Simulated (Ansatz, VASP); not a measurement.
# Two plane-wave programs on CsPbCl3

```xyz
5
Lattice="5.6050 0.0000 0.0000 0.0000 5.6050 0.0000 0.0000 0.0000 5.6050" Properties=species:S:1:pos:R:3 pbc="T T T"
Cs    0.0000    0.0000    0.0000
Pb    2.8025    2.8025    2.8025
Cl    0.0000    2.8025    2.8025
Cl    2.8025    0.0000    2.8025
Cl    2.8025    2.8025    0.0000
```

Alike in both runs: task single point; functional PBEsol; k mesh 6 × 6 × 6; occupations gaussian, width 0.05 eV; no spin polarisation.

|  | VASP | Ansatz |
| --- | --- | --- |
| version | VASP 6.6.1 | Ansatz 0.2.0 |
| potentials or method | VASP PAW PBE potentials, release 64 (Cs_sv, Pb_d, Cl), cutoff 520 eV | scalar-relativistic, plane waves, PAW |
| valence electrons in the cell | 44 | 44 |

```csv
,VASP,Ansatz,Ansatz less VASP
gap on the k mesh at the Fermi level (eV),1.81,1.80,-0.007
least direct gap on the mesh (eV),1.81,1.80,-0.007
pressure (GPa),0.2,0.2,+0.03
```

VASP's potentials were made for PBE, not for PBEsol. With one functional, cell and mesh, what is left measures potentials, basis and numerics.

Neither program's run includes spin-orbit coupling.
